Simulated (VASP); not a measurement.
# Nb (Im-3m) in VASP: further runs

The runs below take Nb through single point, relaxation of cell and atoms, with PBEsol, PBE, LDA, r2SCAN.

All numbers are computed with VASP 6.6.1; they aren't measurements. Logs are shortened: lines on timing, memory, paths and dates and some standing lists are left out, and cuts for length are marked.

## (1) The cell of the first run

Symmetry: Im-3m, No. 229, cubic system. Conventional cell: a = 3.271 Å, b = 3.271 Å, c = 3.271 Å, α = 90.00°, β = 90.00°, γ = 90.00°. Nb (site symmetry m-3m) has 14 Nb at 2.83 to 3.27 Å within 3.7 Å.

## (2) Single point, PBEsol

Input file INCAR:

```
SYSTEM = Nb
ALGO = Normal
EDIFF = 1E-6
ENCUT = 520
GGA = PS
ISIF = 2
ISMEAR = 1
LASPH = .TRUE.
LCHARG = .FALSE.
LREAL = .FALSE.
LWAVE = .FALSE.
NBANDS = 12
NELM = 100
PREC = Accurate
SIGMA = 0.1
```

Input file KPOINTS:

```
k-points
0
G
  23 23 23
  0 0 0
```

Input file POSCAR:

```
Nb
1.0
   -1.6353117945      1.6353117945      1.6353117945
    1.6353117945     -1.6353117945      1.6353117945
    1.6353117945      1.6353117945     -1.6353117945
Nb
1
Direct
    0.0000000000      0.0000000000      0.0000000000
```

Potentials or basis: VASP PAW PBE potentials, release 64 (Nb_sv).

Command:

```sh
$ cat potpaw_PBE.64/Nb_sv/POTCAR > POTCAR
$ mpirun -np 1 vasp_std > vasp.out
```

OUTCAR:

```text
SYSTEM = Nb
   EDIFF = 1E-6
   ENCUT = 520
   GGA = PS
   ISIF = 2
   ISMEAR = 1
   LASPH = .TRUE.
   LREAL = .FALSE.
   NELM = 100
   PREC = Accurate

 ion  position               nearest neighbor table
   1  0.000  0.000  0.000-

  LATTYP: Found a body centered cubic cell.
 ALAT       =     3.2706235890

  Lattice vectors:

 A1 = (  -1.6353117945,   1.6353117945,   1.6353117945)
 A2 = (   1.6353117945,  -1.6353117945,   1.6353117945)
 A3 = (   1.6353117945,   1.6353117945,  -1.6353117945)

Analysis of symmetry for initial positions (statically):
=====================================================================
 Subroutine PRICEL returns:
 Original cell was already a primitive cell.

 Routine SETGRP: Setting up the symmetry group for a
 body centered cubic supercell.

 Subroutine GETGRP returns: Found 48 space group operations
 (whereof 48 operations were pure point group operations)
 out of a pool of 48 trial point group operations.

The static configuration has the point symmetry O_h .

Analysis of symmetry for dynamics (positions and initial velocities):
=====================================================================
 Subroutine PRICEL returns:
 Original cell was already a primitive cell.

 Routine SETGRP: Setting up the symmetry group for a
 body centered cubic supercell.

 Subroutine GETGRP returns: Found 48 space group operations
 (whereof 48 operations were pure point group operations)
 out of a pool of 48 trial point group operations.

The dynamic configuration has the point symmetry O_h .

 Subroutine INISYM returns: Found 48 space group operations
 (whereof 48 operations are pure point group operations),
 and found     1 'primitive' translations

----------------------------------------------------------------------------------------

                                     Primitive cell

  volume of cell :      17.4929

  direct lattice vectors                    reciprocal lattice vectors
    -1.635311794  1.635311794  1.635311794     0.000000000  0.305752091  0.305752091
     1.635311794 -1.635311794  1.635311794     0.305752091  0.000000000  0.305752091
     1.635311794  1.635311794 -1.635311794     0.305752091  0.305752091  0.000000000

  length of vectors
     2.832443114  2.832443114  2.832443114     0.432398753  0.432398753  0.432398753

[... 78 lines left out ...]
   EDIFF  = 0.1E-05   stopping-criterion for ELM
   LREAL  =      F    real-space projection
   EDIFFG = 0.1E-04   stopping-criterion for IOM
   NSW    =      0    number of steps for IOM
   IBRION =     -1    ionic relax: 0-MD 1-quasi-New 2-CG
   NFREE  =      0    steps in history (QN), initial steepest desc. (CG)
   ISIF   =      2    stress and relaxation
   ISYM   =      2    0-nonsym 1-usesym 2-fastsym
   POTIM  = 0.5000    time-step for ionic-motion
   TEBEG  =    0.0;   TEEND  =   0.0 temperature during run
   PSTRESS=    0.0 pullay stress
   NELECT =      13.0000    total number of electrons
   NUPDOWN=      -1.0000    fix difference up-down
   EMIN   =  10.00;   EMAX   =-10.00  energy-range for DOS
   EFERMI =   0.00;   METHOD = LEGACY
   ISMEAR =     1;   SIGMA  =   0.10  broadening in eV -4-tet -1-fermi 0-gaus
   EFERMI_NEDOS =   21; number of points for ismear=-14 and -15
   IALGO  =     38    algorithm
   IMIX   =      4    mixing-type and parameters
     AMIX     =   0.40;   BMIX     =  1.00
     AMIX_MAG =   1.60;   BMIX_MAG =  1.00
  volume/ion in A,a.u.               =      17.49       118.05
  Fermi-wavevector in a.u.,A,eV,Ry     =   1.482866  2.802211 29.917756  2.198893
  Thomas-Fermi vector in A             =   2.596599
   LORBIT       =      0    0 simple, 1 ext, 2 COOP (PROOUT), +10 PAW based schemes
   GGA     = PS    functional components
   LHFCALC =     F    Hartree Fock is set to
   AEXX    =    0.0000 exact exchange contribution
   IVDW    =     0    specifies the selected vdW correction
   LEPSILON=     F    determine dielectric tensor
   LRPA    =     F    only Hartree local field effects (RPA)
 non-spin polarized calculation
 Methfessel and Paxton  Order N= 1 SIGMA  =   0.10
  energy-cutoff  :      520.00
  volume of cell :       17.49
 maximum number of plane-waves:       481
 NGX is ok and might be reduce to    24
   NGX = 11   NGY = 11   NGZ = 11

 number of electron      13.0000001 magnetization

 Free energy of the ion-electron system (eV)
  ---------------------------------------------------
  ext. energy  EPLUGINS =         0.00000000
  ---------------------------------------------------
  free energy    TOTEN  =       -10.95455709 eV

  energy without entropy =      -10.95507317  energy(sigma->0) =      -10.95472912

 E-fermi :  11.4468     XC(G=0): -12.7813

 val. band max:       11.4458500797   @ k =  -0.1739   0.2174   0.0870
 cond. band min:      11.4540261177   @ k =  -0.2174   0.2174   0.1304
 fundamental gap:      0.0081760379
 Fermi energy:        11.4467598163

 k-point     1 :       0.0000    0.0000    0.0000
  band No.  band energies     occupation
      1     -42.7752      2.00000
      2     -18.0244      2.00000
      3     -18.0244      2.00000
      4     -18.0244      2.00000
      5       5.4313      2.00000
      6      11.8143     -0.00000
      7      11.8143     -0.00000
      8      11.8143     -0.00000
      9      14.8228      0.00000
     10      14.8228      0.00000
     11      25.7478      0.00000
     12      25.7478      0.00000
[... 331 lines left out ...]
 k-point    24 :       0.0870    0.0870    0.0000
  band No.  band energies     occupation
      1     -42.7185      2.00000
      2     -18.3566      2.00000
      3     -18.0999      2.00000
      4     -18.0539      2.00000
      5       6.3416      2.00000
      6      11.3613      2.00543
      7      11.4677      0.65469
      8      12.7904     -0.00000
      9      14.1460      0.00000
     10      14.9288      0.00000
     11      26.4711      0.00000
     12      27.2280      0.00000

 [... further k-points ...]
[... 5 lines left out ...]
  --------------------------------------------------------------------------------------
  -------------------------------------------------------------------------------------
  Total       -0.0368678     -0.0368678     -0.0368678      0.0000000      0.0000000     -0.0000000
  in kB       -3.3767287     -3.3767287     -3.3767287      0.0000000      0.0000000     -0.0000000
  external PRESSURE =      -3.3767287 kB  Pullay stress =       0.0000000 kB

 VOLUME and BASIS-vectors are now :
 -----------------------------------------------------------------------------
  energy-cutoff  :      520.00
  volume of cell :       17.49
      direct lattice vectors                 reciprocal lattice vectors
    -1.635311794  1.635311794  1.635311794     0.000000000  0.305752091  0.305752091
     1.635311794 -1.635311794  1.635311794     0.305752091  0.000000000  0.305752091
     1.635311794  1.635311794 -1.635311794     0.305752091  0.305752091  0.000000000

 POSITION                                       TOTAL-FORCE (eV/Angst)
 -----------------------------------------------------------------------------------
      0.00000      0.00000      0.00000        -0.000000     -0.000000      0.000000
 -----------------------------------------------------------------------------------
    total drift:                                0.000000      0.000000     -0.000000

  FREE ENERGIE OF THE ION-ELECTRON SYSTEM (eV)
  ---------------------------------------------------
  free  energy   TOTEN  =       -10.9545570881 eV

  energy  without entropy=      -10.9550731694  energy(sigma->0) =      -10.95472912
```

It took 30 s on 1 thread of Intel Xeon 6975P-C, shared host; peak memory 0.2 GiB.

Results:

```
Free energy : -10.9546 eV
Pressure    : -0.3 GPa
```

Levels at points of the mesh, in eV from the Fermi level:
```csv
k point,band 2,band 3,band 4,band 5,band 6,band 7,band 8,band 9,band 10,band 11
"(0.00, 0.00, 0.00)",-29.47,-29.47,-29.47,-6.02,0.37,0.37,0.37,3.38,3.38,14.30
```

Caveat: the PAW data sets were made with another functional, which shifts forces and pressure a little.

## (3) Single point, PBE

This run uses another cell than the first one, of 18.12 Å³/atom, 1.036 times its volume.

Input file INCAR:

```
SYSTEM = Nb
PREC     = Accurate       ! precision mode
ENCUT    = 520            ! plane-wave cutoff, eV
EDIFF    = 1E-6           ! SCF threshold, eV
ISMEAR   = 1              ! smearing method
SIGMA    = 0.1            ! smearing width, eV
LREAL    = .False.        ! projectors in reciprocal space
LASPH    = .True.         ! aspherical terms in the spheres
NELM     = 80             ! most SCF steps
ALGO     = Normal         ! electronic algorithm
ISIF     = 2              ! what is computed and relaxed
LWAVE    = .False.        ! write WAVECAR
LCHARG   = .True.         ! write CHGCAR
GGA      = PE             ! functional
LELF     = .True.         ! ELF
LVHAR    = .True.       
NBANDS   = 12             ! bands
```

Input file KPOINTS:

```
regular mesh
0
Gamma
  23 23 23
  0 0 0
```

Input file POSCAR:

```
Nb
1.0
   -1.6545280251      1.6545280251      1.6545280251
    1.6545280251     -1.6545280251      1.6545280251
    1.6545280251      1.6545280251     -1.6545280251
Nb
1
Direct
    0.0000000000      0.0000000000      0.0000000000
```

Potentials or basis: VASP PAW PBE potentials, release 64 (Nb_sv).

Command:

```sh
$ cat potpaw_PBE.64/Nb_sv/POTCAR > POTCAR
$ mpirun -np 1 vasp_std > vasp.out
```

Wall time 28 s (1 thread of Intel Xeon 6975P-C, shared host); peak memory 0.2 GiB.

It converged, with:

```yaml
Free_energy: -10.2174 eV
Pressure: -0.4 GPa
```

Levels at points of the mesh, in eV from the Fermi level:
```tsv
k point	band 3	band 4	band 5	band 6	band 7	band 8	band 9	band 10
(0.00, 0.00, 0.00)	-29.68	-29.68	-5.93	0.38	0.38	0.38	3.27	3.27
```

(Continued in part 2 of 2.)
